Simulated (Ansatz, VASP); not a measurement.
## V in VASP and in Ansatz

```
CELL_PARAMETERS angstrom
0.00000 1.81439 1.81439
1.81439 0.00000 1.81439
1.81439 1.81439 0.00000
ATOMIC_POSITIONS crystal
V 0.00000 0.00000 0.00000
```

Alike in both runs: task single point; functional LDA; k mesh 16 × 16 × 16; occupations fermi-dirac, width 0.1 eV; no spin polarisation.

|  | VASP | Ansatz |
| --- | --- | --- |
| version | VASP 6.6.1 | Ansatz 0.2.0 |
| potentials or method | VASP PAW LDA potentials, release 64 (V_sv), cutoff 520 eV | plane waves (420 eV) with PAW, scalar-relativistic |
| valence electrons in the cell | 13 | 13 |

```tsv
	VASP	Ansatz	Ansatz less VASP
pressure (GPa)	20.0	19.4	-0.61
```

Ansatz warns that its potentials were made for another functional, while VASP's fit it. LDA's correlation is that of Perdew and Zunger in VASP and of Perdew and Wang (1992) in Ansatz.
